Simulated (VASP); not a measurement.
# H4C2O in VASP: notebook, part 2 of 2

VASP 6.6.1. Earlier steps stand in the parts before.

## Step 4: Single point, PBE+D3(BJ)

INCAR

```
ALGO = Normal ; EDIFF = 1E-7
ENCUT = 520 ; GGA = PE
ISIF = 2 ; ISMEAR = -1
IVDW = 12 ; LASPH = T
LCHARG = F ; LREAL = Auto
LWAVE = F ; NBANDS = 43
NELM = 80 ; PREC = Accurate
SIGMA = 0.05
```

KPOINTS

```
k-points
0
Gamma
  1 1 1
```

POSCAR

```
H4C2O
1.0
    6.8873110000      0.0000000000      0.0000000000
    0.0000000000      6.8873110000      0.0000000000
    0.0000000000      0.0000000000      6.8873110000
C H O
6 12 3
Direct
    0.1472998678      0.9634819743     -0.0152018691
    0.7233301937      0.1930942279      0.8597695095
    0.7605580756      0.5790794114      0.4041199824
    0.1635906960      0.4954618718      0.7255226314
    0.7083461165      0.7127745502      0.9182974313
    0.6682869410      0.0173217094      0.3817745416
    0.2979537297      0.9247876276     -0.0025989824
    0.0573082877      0.8962859380      0.1017668579
    0.0968157239      0.9258185088     -0.1631696318
    0.1451945469      1.1200888126     -0.0066789492
    0.7388369714      0.0853453547      0.9764914057
    0.5725166179      0.1846874637      0.8050602042
    0.7878691698      0.1226748727      0.7384739850
    0.7758615808      0.3312178004      0.8961117046
    0.8021563133      0.4331734112      0.4427272124
    0.7264083181      0.6827918762      0.5187801161
    0.6164089294      0.5596814199      0.3185132775
    0.8629202311      0.6510087899      0.3041535368
    0.3044729648      0.4256523337      0.7624891630
    0.5678994313      0.7102046067      1.0002452336
    0.5068596438      0.0062288461      0.3923882630
```

Potentials or basis: VASP PAW PBE potentials, release 64 (C, H, O).

On the command line:

```
$ cat potpaw_PBE.64/C/POTCAR potpaw_PBE.64/H/POTCAR potpaw_PBE.64/O/POTCAR > POTCAR
$ mpirun -np 1 vasp_gam > vasp.out
```

OUTCAR:

```text
EDIFF = 1E-7
   ENCUT = 520
   GGA = PE
   ISIF = 2
   ISMEAR = -1
   IVDW = 12
   LASPH = T
   LREAL = Auto
   NELM = 80
   PREC = Accurate
 IVDW          = 12

 ion  position               nearest neighbor table
   1  0.147  0.963  0.985-   7 1.07  10 1.08   9 1.11   8 1.12
   2  0.723  0.193  0.860-  14 1.05  13 1.06  11 1.10  12 1.11
   3  0.761  0.579  0.404-  15 1.08  16 1.09  18 1.10  17 1.16
   4  0.164  0.495  0.726-  19 1.11
   5  0.708  0.713  0.918-  20 1.12
[... 273 lines left out ...]
  -------------------------------------------------------------------------------------
  Total       9.98879     2.50505     0.87622    -3.32028    -0.16714    -1.54997
  in kB      48.98625    12.28506     4.29710   -16.28308    -0.81966    -7.60124
  external pressure =       21.86 kB  Pullay stress =        0.00 kB

 VOLUME and BASIS-vectors are now :
 -----------------------------------------------------------------------------
  energy-cutoff  :      520.00
  volume of cell :      326.70
      direct lattice vectors                 reciprocal lattice vectors
     6.887311000  0.000000000  0.000000000     0.145194547  0.000000000  0.000000000
     0.000000000  6.887311000  0.000000000     0.000000000  0.145194547  0.000000000
     0.000000000  0.000000000  6.887311000     0.000000000  0.000000000  0.145194547

 POSITION                                       TOTAL-FORCE (eV/Angst)
 -----------------------------------------------------------------------------------
      1.01450      6.63580      6.78261        -0.575142     -0.192866     -0.300868
      4.98180      1.32990      5.92150        -1.803886     -2.379555     -0.237527
      5.23820      3.98830      2.78330        -2.097354      0.460608     -1.877919
      1.12670      3.41240      4.99690        -3.429595      1.717099     -0.932151
      4.87860      4.90910      6.32460         2.352322     -0.019457     -1.438053
      4.60270      0.11930      2.62940         3.231625      0.438131     -0.249282
[... 13 lines left out ...]
      3.91130      4.89140      0.00169        -2.478672     -0.045182      1.298506
      3.49090      0.04290      2.70250        -3.345992     -0.203157      0.210188
 -----------------------------------------------------------------------------------
    total drift:                                0.011442     -0.002403     -0.007917

  FREE ENERGIE OF THE ION-ELECTRON SYSTEM (eV)
  ---------------------------------------------------
  free  energy   TOTEN  =      -116.6156627913 eV

  energy  without entropy=     -116.6156627912  energy(sigma->0) =     -116.61566279
```

OSZICAR:

```text
N       E                     dE             d eps       ncg     rms          rms(c)
DAV:   1     0.390449228212E+03    0.39045E+03   -0.25217E+04    86   0.106E+03
DAV:   2    -0.777685164097E+02   -0.46822E+03   -0.45080E+03   116   0.251E+02
DAV:   3    -0.127655074270E+03   -0.49887E+02   -0.49653E+02   108   0.874E+01
DAV:   4    -0.128550808251E+03   -0.89573E+00   -0.89314E+00   116   0.140E+01
DAV:   5    -0.128567794208E+03   -0.16986E-01   -0.16976E-01   116   0.178E+00    0.196E+01
DAV:   6    -0.117727484702E+03    0.10840E+02   -0.21232E+01   100   0.188E+01    0.976E+00
DAV:   7    -0.116283700875E+03    0.14438E+01   -0.44496E+00   116   0.955E+00    0.537E+00
DAV:   8    -0.115928506118E+03    0.35519E+00   -0.47019E-01   100   0.328E+00    0.236E+00
DAV:   9    -0.115842666579E+03    0.85840E-01   -0.20938E-01   100   0.196E+00    0.552E-01
DAV:  10    -0.115841152440E+03    0.15141E-02   -0.21894E-02   108   0.735E-01    0.277E-01
DAV:  11    -0.115842296025E+03   -0.11436E-02   -0.55779E-03   100   0.402E-01    0.168E-01
DAV:  12    -0.115841520410E+03    0.77561E-03   -0.22007E-03    92   0.216E-01    0.586E-02
DAV:  13    -0.115841421807E+03    0.98604E-04   -0.81014E-04   100   0.132E-01    0.462E-02
DAV:  14    -0.115841339755E+03    0.82052E-04   -0.22705E-04    92   0.605E-02    0.158E-02
DAV:  15    -0.115841328812E+03    0.10943E-04   -0.25809E-05    92   0.264E-02    0.680E-03
DAV:  16    -0.115841327327E+03    0.14856E-05   -0.41030E-06   108   0.113E-02    0.286E-03
DAV:  17    -0.115841327294E+03    0.32880E-07   -0.83551E-07    92   0.455E-03
   1 F= -.11661566E+03 E0= -.11661566E+03  d E =-.102198E-09
```

stdout:

```text
POSCAR found type information on POSCAR C H O
 POSCAR found :  3 types and      21 ions
 scaLAPACK will be used
 LDA part: xc-table for (Slater+PW92), standard interpolation
 POSCAR, INCAR and KPOINTS ok, starting setup
 FFT: planning ... GRIDC
 FFT: planning ... GRID_SOFT
 FFT: planning ... GRID
 WAVECAR not read
 entering main loop
```

Wall time 23 s (1 thread of Intel Xeon 6975P-C (Granite Rapids), shared host); peak memory 0.34 GiB.

What came out:

```yaml
Free_energy: -116.6157 eV
Pressure: 2.2 GPa
Largest_force: 3.947 eV/Å
Band_gap_on_the_k_mesh: 6.41 eV
Dispersion_energy_per_atom: -0.037 eV
```

Forces in eV/Å, atoms in the order of the input:
```
C   -0.575 -0.193 -0.301
C   -1.804 -2.380 -0.238
C   -2.097  0.461 -1.878
C   -3.430  1.717 -0.932
C    2.352 -0.019 -1.438
C    3.232  0.438 -0.249
H    0.550 -0.477  0.213
H    0.405  0.290 -0.602
H   -0.042 -0.173  0.482
H   -0.301  0.586  0.265
H    0.011  0.383  0.259
H   -0.061  0.687  0.737
H    1.445 -0.076 -0.940
H    0.517  1.446  0.179
H    0.497 -0.276  0.596
H    0.296 -0.404  0.551
H    1.377  0.238  0.779
H    0.061 -0.333  0.150
O    3.393 -1.665  0.859
O   -2.479 -0.045  1.299
O   -3.346 -0.203  0.210
```

Caveat: the k points lie up to 0.91 Å⁻¹ apart.

## Step 5: Single point, PBE+D3(BJ)

INCAR

```
SYSTEM = H4C2O
ALGO = Normal ; EDIFF = 1E-6
ENCUT = 520 ; GGA = PE
ISIF = 2 ; ISMEAR = -1
IVDW = 12 ; LASPH = .TRUE.
LCHARG = .FALSE. ; LREAL = Auto
LWAVE = .FALSE. ; NBANDS = 43
NELM = 60 ; PREC = Accurate
SIGMA = 0.05
```

KPOINTS

```
k-points
0
G
  1 1 1
  0 0 0
```

POSCAR

```
H4C2O
1.0
    6.8873110000      0.0000000000      0.0000000000
    0.0000000000      6.8873110000      0.0000000000
    0.0000000000      0.0000000000      6.8873110000
C H O
6 12 3
Direct
    0.1294264191      0.9734423202     -0.0309845163
    0.7217040148      0.2323693529      0.8222657580
    0.7634184081      0.5629773361      0.3954228290
    0.1925424886      0.5023440934      0.6896740978
    0.7176240481      0.7100739316      0.9362434773
    0.6923311580      0.0096554374      0.3454468660
    0.2778733239      0.9419641425     -0.0627095248
    0.0906013973      0.8919301016      0.0995744203
    0.0502953910      0.9112264569     -0.1559679823
    0.1080102234      1.1209744993     -0.0228681411
    0.7937350295      0.3094531378      0.9368387750
    0.6011635020      0.1409548661      0.8921624129
    0.8140622661      0.1201920459      0.7564926283
    0.6666317232      0.3144478302      0.7046291361
    0.7551858773      0.4022179338      0.3735274914
    0.8543973112      0.6086555406      0.5170377815
    0.6175850052      0.6146375559      0.4130930054
    0.8086755484      0.6247721353      0.2577929180
    0.3268329251      0.4393151406      0.7548519299
    0.5675945227      0.7199036024      1.0046736673
    0.5442036812     -0.0054593150      0.4124396299
```

On the command line:

```
$ cat potpaw_PBE.64/C/POTCAR potpaw_PBE.64/H/POTCAR potpaw_PBE.64/O/POTCAR > POTCAR
$ mpirun -np 1 vasp_gam > vasp.out
```

Wall time 24 s (1 thread of Intel Xeon 6975P-C (Granite Rapids), shared host); peak memory 0.34 GiB.

Results (log left out):

- Free energy: -116.7300 eV
- Pressure: 2.1 GPa
- Largest force: 3.370 eV/Å
- Band gap on the k mesh: 6.37 eV
- Dispersion energy per atom: -0.037 eV

Forces on the atoms (eV/Å):
```
C   -0.174 -2.839 -0.708
C   -0.926 -2.766  0.675
C    0.019 -0.851 -0.366
C   -2.774  1.332 -1.373
C    0.480 -0.095 -0.413
C    2.001  0.344 -0.833
H    1.120 -0.047 -0.039
H   -0.166  0.239  0.117
H   -0.099  0.194  0.325
H   -0.484  2.426  0.363
H    0.462  0.522  0.243
H    0.669  1.003 -0.562
H    0.388  0.223  0.203
H   -0.524  0.988 -0.549
H    0.316  0.508  0.329
H    0.108 -0.204 -0.068
H   -0.846  0.193  0.361
H    0.611  0.162 -0.106
O    2.653 -1.281  1.361
O   -0.707  0.098  0.131
O   -2.126 -0.149  0.907
```

Stress tensor (GPa, compression positive):
```
 4.31 -1.64  0.42
-1.64  1.27 -0.56
 0.42 -0.56  0.71
```

Levels at points of the mesh, in eV from the valence-band top:
| k point | band 24 | band 25 | band 26 | band 27 | band 28 | band 29 | band 30 | band 31 |
| --- | --- | --- | --- | --- | --- | --- | --- | --- |
| (0.00, 0.00, 0.00) | -0.50 | -0.30 | -0.18 | 0.00 | 6.37 | 6.48 | 6.58 | 6.65 |

Caveat: the k points lie up to 0.91 Å⁻¹ apart.
